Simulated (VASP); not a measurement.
# Be16H (a cell with a defect) in VASP: notebook

The runs below take Be16H (a cell with a defect) through single point, with PBEsol.

Everything below comes from runs of VASP 6.6.1. Logs are shortened: lines on timing, memory, paths and dates and some standing lists are left out, and cuts for length are marked.

## (1) The cell of the first run

The cell holds a defect, 17 atoms: a = 4.580 Å, b = 3.966 Å, c = 7.177 Å, α = 90.00°, β = 90.00°, γ = 90.00°.

## (2) Single point, PBEsol

Input file INCAR:

```
SYSTEM = Be16H
PREC     = Accurate       ! precision mode
ENCUT    = 520            ! plane-wave cutoff, eV
EDIFF    = 1E-6           ! SCF threshold, eV
ISMEAR   = -1             ! smearing method
SIGMA    = 0.002          ! smearing width, eV
LREAL    = Auto         
LASPH    = .TRUE.         ! aspherical terms in the spheres
NELM     = 80             ! most SCF steps
ALGO     = Normal         ! electronic algorithm
ISIF     = 2              ! what is computed and relaxed
LWAVE    = .FALSE.        ! write WAVECAR
LCHARG   = .FALSE.        ! write CHGCAR
GGA      = PS             ! functional
NBANDS   = 30             ! bands
```

Input file KPOINTS:

```
regular mesh
0
G
  4 4 3
  0 0 0
```

Input file POSCAR:

```
Be16H
1.0
   -2.2900000000     -3.9663960000      0.0000000000
    3.4350000000     -1.9831980000      0.0000000000
    0.0000000000      0.0000000000      7.1768600000
Be H
16 1
Direct
    0.7323081393      0.5554543345     -0.0068135647
    0.5199661979      0.3846353983      0.2415680395
    0.8012119702      0.4363538317      0.5078265425
    0.5085884332      0.3131492029      0.7542295656
    0.5090476980      0.0002093824      0.0303057326
    0.2171291238      0.8438793867      0.2777677146
    0.5011143380     -0.0430707907      0.5026710846
    0.2512912903      0.8808899723      0.7777496008
    0.2380538605      0.4833022825      0.0096699671
   -0.0174436390      0.2591714896      0.2589990609
    0.2753993246      0.4645311363      0.4788305749
   -0.0555592728      0.2957698007      0.7713679799
   -0.0002966203     -0.0136766406      0.0071758401
    0.7664405907      0.8122704374      0.2687247626
    0.0571902541      0.0313437211      0.5219970851
    0.7162842025      0.8362418701      0.7492970463
    0.2421752214      0.4757150675      0.8106051950
```

Potentials or basis: VASP PAW PBE potentials, release 64 (Be, H).

Run with:

```sh
$ cat potpaw_PBE.64/Be/POTCAR potpaw_PBE.64/H/POTCAR > POTCAR
$ mpirun -np 1 vasp_std > vasp.out
```

OUTCAR:

```text
SYSTEM = Be16H
   PREC = Accurate
   ENCUT = 520
   EDIFF = 1E-6
   ISMEAR = -1
   LREAL = Auto
   LASPH = .TRUE.
   NELM = 80
   ISIF = 2
   GGA = PS

 ion  position               nearest neighbor table
   1  0.732  0.555  0.993-   5 2.06  16 2.08  13 2.10  12 2.13   2 2.14   4 2.22  14 2.23   9 2.28
                             9 2.34
   2  0.520  0.385  0.242-  14 2.05  11 2.06   1 2.14   9 2.14   5 2.15  10 2.18   6 2.30   3 2.31

   3  0.801  0.436  0.508-  15 1.99  12 2.08  10 2.09  11 2.18   4 2.27  14 2.28   2 2.31   7 2.35
                            16 2.38
   4  0.509  0.313  0.754-  17 1.44  12 2.00   8 2.09  16 2.12   1 2.22   3 2.27  16 2.28   7 2.29
                             9 2.31  11 2.33   5 2.34
   5  0.509  0.000  0.030-   1 2.06   2 2.15  14 2.21   8 2.21  13 2.25   9 2.29   6 2.31  16 2.32
                             4 2.34  13 2.34
   6  0.217  0.844  0.278-  10 1.97  15 2.04  14 2.07  11 2.10   7 2.12  13 2.25   2 2.30   5 2.31
[... 17 lines left out ...]
  15  0.057  0.031  0.522-   3 1.99  11 2.01   6 2.04   7 2.06  10 2.12   8 2.12  12 2.14  16 2.39

  16  0.716  0.836  0.749-   1 2.08   7 2.08  12 2.11   4 2.12   8 2.15   4 2.28   5 2.32  13 2.34
                             3 2.38  15 2.39
  17  0.242  0.476  0.811-   9 1.43   4 1.44  12 1.56   8 1.62

  LATTYP: Found a simple orthorhombic cell.
 ALAT       =     3.9663962620
 B/A-ratio  =     1.1547004875
 C/A-ratio  =     1.8094157835

  Lattice vectors:

 A1 = (  -3.4350000000,   1.9831980000,   0.0000000000)
 A2 = (  -2.2900000000,  -3.9663960000,   0.0000000000)
 A3 = (   0.0000000000,   0.0000000000,   7.1768600000)

Analysis of symmetry for initial positions (statically):
=====================================================================
 Subroutine PRICEL returns:
 Original cell was already a primitive cell.

 Routine SETGRP: Setting up the symmetry group for a
 simple orthorhombic supercell.

 Subroutine GETGRP returns: Found  1 space group operations
 (whereof  1 operations were pure point group operations)
 out of a pool of  8 trial point group operations.

The static configuration has the point symmetry C_1 .

Analysis of symmetry for dynamics (positions and initial velocities):
=====================================================================
 Subroutine PRICEL returns:
 Original cell was already a primitive cell.

 Routine SETGRP: Setting up the symmetry group for a
 simple orthorhombic supercell.

 Subroutine GETGRP returns: Found  1 space group operations
 (whereof  1 operations were pure point group operations)
 out of a pool of  8 trial point group operations.
[... 138 lines left out ...]
   ISYM   =      2    0-nonsym 1-usesym 2-fastsym
   POTIM  = 0.5000    time-step for ionic-motion
   TEBEG  =    0.0;   TEEND  =   0.0 temperature during run
   PSTRESS=    0.0 pullay stress
   NELECT =      33.0000    total number of electrons
   NUPDOWN=      -1.0000    fix difference up-down
   EMIN   =  10.00;   EMAX   =-10.00  energy-range for DOS
   EFERMI =   0.00;   METHOD = LEGACY
   ISMEAR =    -1;   SIGMA  =   0.00  broadening in eV -4-tet -1-fermi 0-gaus
   EFERMI_NEDOS =   21; number of points for ismear=-14 and -15
   IALGO  =     38    algorithm
   IMIX   =      4    mixing-type and parameters
     AMIX     =   0.40;   BMIX     =  1.00
     AMIX_MAG =   1.60;   BMIX_MAG =  1.00
  volume/ion in A,a.u.               =       7.67        51.75
  Fermi-wavevector in a.u.,A,eV,Ry     =   1.035573  1.956950 14.591049  1.072412
  Thomas-Fermi vector in A             =   2.169923
   LORBIT       =      0    0 simple, 1 ext, 2 COOP (PROOUT), +10 PAW based schemes
   GGA     = PS    functional components
   LHFCALC =     F    Hartree Fock is set to
   AEXX    =    0.0000 exact exchange contribution
   IVDW    =     0    specifies the selected vdW correction
   LEPSILON=     F    determine dielectric tensor
   LRPA    =     F    only Hartree local field effects (RPA)
 non-spin polarized calculation
  energy-cutoff  :      520.00
  volume of cell :      130.38
 maximum number of plane-waves:      3529
 NGX is ok and might be reduce to    36
   NGX = 17   NGY = 15   NGZ = 27

 number of electron      33.0000001 magnetization

 Free energy of the ion-electron system (eV)
  ---------------------------------------------------
  ext. energy  EPLUGINS =         0.00000000
  ---------------------------------------------------
  free energy    TOTEN  =       -63.31350139 eV

  energy without entropy =      -63.31350135  energy(sigma->0) =      -63.31350137

 E-fermi :   7.1913     XC(G=0): -10.5656

 val. band max:        7.1681451919   @ k =   0.5000   0.0000   0.3333
 cond. band min:       7.2145688779   @ k =   0.0000   0.0000   0.0000
 fundamental gap:      0.0464236861
 Fermi energy:         7.1913004651

 k-point     1 :       0.0000    0.0000    0.0000
  band No.  band energies     occupation
      1      -5.0333      2.00000
      2      -2.9698      2.00000
      3      -2.1540      2.00000
      4      -0.2613      2.00000
      5       0.8609      2.00000
      6       1.4798      2.00000
[... 733 lines left out ...]
     27      12.9694      0.00000
     28      13.3169      0.00000

 [... further k-points ...]

 [bands above 28 left out]

------------------------ aborting loop because EDIFF is reached ----------------------------------------

  FORCE on cell =-STRESS in cart. coord.  units (eV):
  Direction    XX          YY          ZZ          XY          YZ          ZX
  --------------------------------------------------------------------------------------
  -------------------------------------------------------------------------------------
  Total        5.7972943      3.3350906      3.7082525      0.9289573      0.6800305     -0.2043012
  in kB       71.2426238     40.9847416     45.5705063     11.4159039      8.3568566     -2.5106460
  external PRESSURE =      52.5992906 kB  Pullay stress =       0.0000000 kB

 VOLUME and BASIS-vectors are now :
 -----------------------------------------------------------------------------
  energy-cutoff  :      520.00
  volume of cell :      130.38
      direct lattice vectors                 reciprocal lattice vectors
    -2.290000000 -3.966396000  0.000000000    -0.109170306 -0.189088533  0.000000000
     3.435000000 -1.983198000  0.000000000     0.218340611 -0.126059022  0.000000000
     0.000000000  0.000000000  7.176860000     0.000000000  0.000000000  0.139336702

 POSITION                                       TOTAL-FORCE (eV/Angst)
 -----------------------------------------------------------------------------------
      0.23100     -4.00620      7.12796        -1.698931      0.610647      0.851360
      0.13050     -2.82520      1.73370        -0.574252      0.889998      0.452114
     -0.33590     -4.04330      3.64460         2.227565      0.681952     -0.281291
     -0.08900     -2.63830      5.41300         0.592437     -0.170548     -0.579534
     -1.16500     -2.01950      0.21750         0.386629      0.046673     -0.549058
      2.40150     -2.53480      1.99350        -1.611637     -0.906789     -0.969024
[... 9 lines left out ...]
      1.23220     -4.49950      5.37760        -1.305372     -0.680181      0.318826
      1.07950     -1.90400      5.81760         0.524555      0.026618     -0.695666
 -----------------------------------------------------------------------------------
    total drift:                               -0.000545      0.000307      0.000262

  FREE ENERGIE OF THE ION-ELECTRON SYSTEM (eV)
  ---------------------------------------------------
  free  energy   TOTEN  =       -63.3135013881 eV

  energy  without entropy=      -63.3135013483  energy(sigma->0) =      -63.31350137
```

stdout:

```text
POSCAR found type information on POSCAR BeH
 POSCAR found :  2 types and      17 ions
 scaLAPACK will be used
 -----------------------------------------------------------------------------
|                                                                             |
|                                                                             |
|     You enforced a specific xc type in the INCAR file but a different       |
|     I HOPE YOU KNOW WHAT YOU ARE DOING!                                     |
|                                                                             |
 -----------------------------------------------------------------------------

 LDA part: xc-table for (Slater+PW92), standard interpolation
 POSCAR, INCAR and KPOINTS ok, starting setup
 FFT: planning ... GRIDC
 FFT: planning ... GRID_SOFT
 FFT: planning ... GRID
 WAVECAR not read
 entering main loop
```

Run time: 2.8 min. Hardware: 1 thread of AMD EPYC 7R43 (Zen 3), shared host; peak memory 0.21 GiB.

What came out:

* Free energy: -63.3135 eV
* Pressure: 5.3 GPa
* Largest force: 2.347 eV/Å

Forces on the atoms (eV/Å):
```
Be  -1.699  0.611  0.851
Be  -0.574  0.890  0.452
Be   2.228  0.682 -0.281
Be   0.592 -0.171 -0.580
Be   0.387  0.047 -0.549
Be  -1.612 -0.907 -0.969
Be   0.329 -0.716  0.286
Be  -0.979  0.684 -0.290
Be   0.176 -0.032  0.405
Be   1.893 -1.293 -0.342
Be   0.744 -0.191  0.695
Be  -0.022 -1.437 -0.124
Be   0.203  0.289  0.792
Be   0.044  0.166 -0.317
Be  -0.928  2.031  0.348
Be  -1.305 -0.680  0.319
H    0.525  0.027 -0.696
```

Caveat: the k points lie up to 0.40 Å⁻¹ apart; the PAW data sets were made with another functional, which shifts forces and pressure a little.

## (3) Single point, PBEsol

Input file INCAR:

```
SYSTEM = Be16H
PREC = Accurate
ENCUT = 520
EDIFF = 1E-6
ISMEAR = -1
SIGMA = 0.002
LREAL = Auto
LASPH = .True.
NELM = 60
ALGO = Normal
ISIF = 2
LWAVE = .False.
LCHARG = .False.
GGA = PS
NBANDS = 30
```

Input file KPOINTS:

```
regular mesh
0
Gamma
  4 4 3
  0 0 0
```

Input file POSCAR:

```
Be16H
1.0
   -2.2900000000     -3.9663960000      0.0000000000
    3.4350000000     -1.9831980000      0.0000000000
    0.0000000000      0.0000000000      7.1768600000
Be H
16 1
Direct
    0.7322699486      0.4859965596      0.0156753789
    0.5179932464      0.2754307232      0.2822682900
    0.7141233800      0.5285422242      0.5064331755
    0.4629161705      0.3696005911      0.7500355309
    0.4969539206      0.0659459908      0.0092380233
    0.2672364226      0.8867165670      0.2774890412
    0.5069715990      0.0294221140      0.5242404060
    0.2581376528      0.8858035589      0.7780700752
    0.2318911779      0.5651618042      0.0251084736
    0.0014550876      0.3790486610      0.2519068228
    0.2608885445      0.5376229307      0.4955231118
   -0.0284974147      0.3150628589      0.7387074570
   -0.0141368417      0.0414342453      0.0169433429
    0.7319484909      0.7898870580      0.2449260540
   -0.0512494193      0.0047274613      0.5179841881
    0.7399900688      0.8416236558      0.7807453399
    0.1797981418      0.5168668835      0.7191585178
```

Potentials or basis: VASP PAW PBE potentials, release 64 (Be, H).

Run with:

```sh
$ cat potpaw_PBE.64/Be/POTCAR potpaw_PBE.64/H/POTCAR > POTCAR
$ mpirun -np 1 vasp_std > vasp.out
```

Wall time 2.6 min (1 thread of AMD EPYC 7R43 (Zen 3), shared host); peak memory 0.22 GiB.

It converged, with:

```yaml
Free_energy: -63.4352 eV
Pressure: 4.3 GPa
Largest_force: 2.793 eV/Å
```

Forces in eV/Å, atoms in the order of the input:
```
Be   0.611 -0.748 -0.849
Be   1.829 -1.613 -1.361
Be  -0.793 -0.653  0.439
Be  -0.800 -0.822  0.955
Be  -0.859  1.468  0.477
Be   0.023  1.764 -0.507
Be  -0.006  1.156  0.377
Be   0.363  0.576 -0.501
Be  -0.599 -0.137 -0.078
Be  -0.708  0.331  0.891
Be   0.109  1.073  0.201
Be   0.497  2.123  1.328
Be  -0.636 -0.188 -0.077
Be   1.261 -0.638  0.901
Be  -0.816 -1.282 -1.134
Be  -0.105  0.114 -0.797
H    0.628 -2.525 -0.263
```

Stress tensor (GPa, compression positive):
```
 3.30 -4.73  0.71
-4.73  6.26  0.17
 0.71  0.17  3.45
```

Levels at points of the mesh, in eV from the Fermi level:
```csv
k point,band 14,band 15,band 16,band 17,band 18,band 19
"(0.00, 0.00, 0.00)",-3.69,-0.75,0.04,0.25,0.51,0.69
"(0.50, 0.00, 0.00)",-2.37,-2.11,-1.64,-0.65,0.23,0.43
"(0.00, 0.50, 0.00)",-3.19,-2.60,-2.32,-0.21,0.43,0.63
"(0.50, 0.50, 0.00)",-1.12,-0.74,-0.60,-0.33,0.32,0.86
```

Caveat: the k points lie up to 0.40 Å⁻¹ apart; the PAW data sets were made with another functional, which shifts forces and pressure a little.

## (4) Single point, PBEsol

Input file INCAR:

```
PREC = Accurate ; ENCUT = 520
EDIFF = 1E-6 ; ISMEAR = -1
SIGMA = 0.002 ; LREAL = Auto
LASPH = T ; NELM = 80
ALGO = Normal ; ISIF = 2
LWAVE = F ; LCHARG = T
GGA = PS ; LELF = T
LVHAR = T ; NBANDS = 30
```

Input file KPOINTS:

```
regular mesh
0
Gamma
  4 4 3
```

Input file POSCAR:

```
Be16H
1.0
   -2.2900000000     -3.9663960000      0.0000000000
    3.4350000000     -1.9831980000      0.0000000000
    0.0000000000      0.0000000000      7.1768600000
Be H
16 1
Direct
    0.7461678968      0.5374161525      0.0240634484
    0.5059445067      0.3702221020      0.2713721600
    0.6589722952      0.5801008897      0.5253411659
    0.4443578687      0.3152487684      0.7596776306
    0.4587520181      0.0490661198      0.0345973030
    0.1877827613      0.8839658001      0.2701599307
    0.4597755212     -0.0035557661      0.5076454048
    0.1649424341      0.8683313462      0.7851205123
    0.2938414967      0.5651519731      0.0069807687
   -0.0318811646      0.3540006210      0.2380567546
    0.1570463694      0.4888023831      0.5218716820
   -0.1307937601      0.3759482648      0.7680935674
   -0.0285827027      0.0457192462      0.0254846827
    0.7362262132      0.8400751174      0.2784086634
   -0.0828008655      0.0119609951      0.5236969928
    0.7005478607      0.8984729551      0.7887711339
    0.1858017248      0.5050614119      0.7978140858
```

Potentials or basis: VASP PAW PBE potentials, release 64 (Be, H).

Run with:

```sh
$ cat potpaw_PBE.64/Be/POTCAR potpaw_PBE.64/H/POTCAR > POTCAR
$ mpirun -np 1 vasp_std > vasp.out
```

OUTCAR:

```text
PREC = Accurate
   ENCUT = 520
   EDIFF = 1E-6
   ISMEAR = -1
   LREAL = Auto
   LASPH = T
   NELM = 80
   ISIF = 2
   GGA = PS

 ion  position               nearest neighbor table
   1  0.746  0.537  0.024-  10 1.98  12 2.03   9 2.08  14 2.19   2 2.19  13 2.21  16 2.22  13 2.26
                             5 2.34
   2  0.506  0.370  0.271-   3 2.12  10 2.13   5 2.13  14 2.14   1 2.19   7 2.26   9 2.27  14 2.35

   3  0.659  0.580  0.525-   7 1.89  14 2.08  15 2.08   2 2.12  12 2.15   4 2.21  16 2.28  11 2.31
                            11 2.33
   4  0.444  0.315  0.760-  17 1.43  12 1.96  16 2.04   9 2.15   8 2.19   7 2.21   3 2.21   5 2.24
[... 1002 lines left out ...]
  in kB       66.2120986     40.7533288     44.9117450      3.1339554    -28.5406100      0.5758091
  external PRESSURE =      50.6257241 kB  Pullay stress =       0.0000000 kB

 VOLUME and BASIS-vectors are now :
 -----------------------------------------------------------------------------
  energy-cutoff  :      520.00
  volume of cell :      130.38
      direct lattice vectors                 reciprocal lattice vectors
    -2.290000000 -3.966396000  0.000000000    -0.109170306 -0.189088533  0.000000000
     3.435000000 -1.983198000  0.000000000     0.218340611 -0.126059022  0.000000000
     0.000000000  0.000000000  7.176860000     0.000000000  0.000000000  0.139336702

 POSITION                                       TOTAL-FORCE (eV/Angst)
 -----------------------------------------------------------------------------------
      0.13730     -4.02540      0.17270         0.747118      0.368621     -0.095656
      0.11310     -2.74100      1.94760         0.551865      1.444231     -0.094392
      0.48360     -3.76420      3.77030        -2.449306      0.260271      0.433390
      0.06530     -2.38770      5.45210         0.771529     -0.008531     -0.147297
     -0.88200     -1.91690      0.24830        -0.064355     -0.319624     -0.368165
      2.60640     -2.49790      1.93890        -1.102806     -0.550156      0.173962
[... 9 lines left out ...]
      1.48200     -4.56050      5.66090        -1.141643      1.232147     -0.263972
      1.30940     -1.73860      5.72580        -0.083385     -0.154941      0.246270
 -----------------------------------------------------------------------------------
    total drift:                               -0.000284     -0.001359     -0.000029

  FREE ENERGIE OF THE ION-ELECTRON SYSTEM (eV)
  ---------------------------------------------------
  free  energy   TOTEN  =       -63.0326079513 eV

  energy  without entropy=      -63.0326079508  energy(sigma->0) =      -63.03260795
```

stdout:

```text
POSCAR found type information on POSCAR BeH
 POSCAR found :  2 types and      17 ions
 scaLAPACK will be used
 -----------------------------------------------------------------------------
|                                                                             |
|                                                                             |
|     You enforced a specific xc type in the INCAR file but a different       |
|     I HOPE YOU KNOW WHAT YOU ARE DOING!                                     |
|                                                                             |
 -----------------------------------------------------------------------------

 LDA part: xc-table for (Slater+PW92), standard interpolation
 POSCAR, INCAR and KPOINTS ok, starting setup
 FFT: planning ... GRIDC
 FFT: planning ... GRID_SOFT
 FFT: planning ... GRID
 WAVECAR not read
 entering main loop
```

It took 2.6 min on 1 thread of AMD EPYC 7R43 (Zen 3), shared host; peak memory 0.21 GiB.

What came out:

```yaml
Free_energy: -63.0326 eV
Pressure: 5.1 GPa
Largest_force: 2.501 eV/Å
```

Forces on the atoms (eV/Å):
```
Be   0.747  0.369 -0.096
Be   0.552  1.444 -0.094
Be  -2.449  0.260  0.433
Be   0.772 -0.009 -0.147
Be  -0.064 -0.320 -0.368
Be  -1.103 -0.550  0.174
Be   2.176  0.397  0.708
Be   0.261 -0.816 -1.196
Be   0.389  1.647  1.100
Be   0.061 -0.924  1.854
Be   0.131 -1.056 -0.895
Be  -1.081 -1.297 -0.726
Be  -0.316  0.558 -0.419
Be   0.946  0.456 -0.743
Be   0.204 -1.238  0.433
Be  -1.142  1.232 -0.264
H   -0.083 -0.155  0.246
```

Levels at points of the mesh, in eV from the Fermi level:
```
           k point  band 12  band 13  band 14  band 15  band 16  band 17  band 18  band 19  band 20  band 21
(0.00, 0.00, 0.00)    -4.00    -3.86    -3.48    -0.77     0.17     0.31     0.37     0.99     1.05     1.29
(0.50, 0.00, 0.00)    -2.77    -2.72    -2.60    -2.22    -1.33    -0.46    -0.08     0.44     0.65     0.79
(0.00, 0.50, 0.00)    -3.90    -3.27    -3.01    -2.67    -2.45    -0.29     0.35     0.44     0.69     0.75
(0.50, 0.50, 0.00)    -5.99    -1.31    -1.09    -0.94    -0.57     0.29     0.39     0.55     0.91     3.23
```

Caveat: the k points lie up to 0.40 Å⁻¹ apart; the PAW data sets were made with another functional, which shifts forces and pressure a little.
